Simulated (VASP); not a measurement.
AlCu3, 4 atoms in the cell. It takes space group Pm-3m (No. 221, cubic). Conventional cell: a = 3.637 Å, b = 3.637 Å, c = 3.637 Å, α = 90.00°, β = 90.00°, γ = 90.00°. Within 3.4 Å of Al (site symmetry m-3m) lie 12 Cu at 2.57 Å. Cu (site symmetry 4/mmm) has 4 Al at 2.57 Å and 8 Cu at 2.57 Å within 3.4 Å. 

| Property | Result |
| --- | --- |
| Program | VASP 6.6.1 |
| Task | single point |
| Functional | r2SCAN |
| Dispersion | D4 |
| Potentials or basis | VASP PAW PBE potentials, release 64 (Al, Cu) |
| Cutoff | 520 eV |
| k mesh | 6 × 6 × 6 |
| Occupations | fermi-dirac, width 0.1 eV |
| Spin | no spin polarisation |
| Dipole correction | no |
| Further INCAR settings | ALGO = Normal; EDIFF = 1e-07; NBANDS = 26 |

Potentials or basis: VASP PAW PBE potentials, release 64 (Al, Cu).

Run with:

```console
$ cat potpaw_PBE.64/Al/POTCAR potpaw_PBE.64/Cu/POTCAR > POTCAR
$ cp INCAR.step1 INCAR
$ mpirun -np 1 vasp_std > vasp.out
$ cp INCAR.step2 INCAR
$ mpirun -np 1 vasp_std > vasp.out
```

Hardware: 1 thread of Intel(R) Xeon(R) Platinum 8375C CPU @ 2.90GHz (Ice Lake), with other jobs on the host.

Task: How long does it take, and how much memory?

Result: It took 73 s on 1 thread of Intel(R) Xeon(R) Platinum 8375C CPU @ 2.90GHz (Ice Lake), on a shared host, peak memory 0.17 GiB. Counts: k points 20.
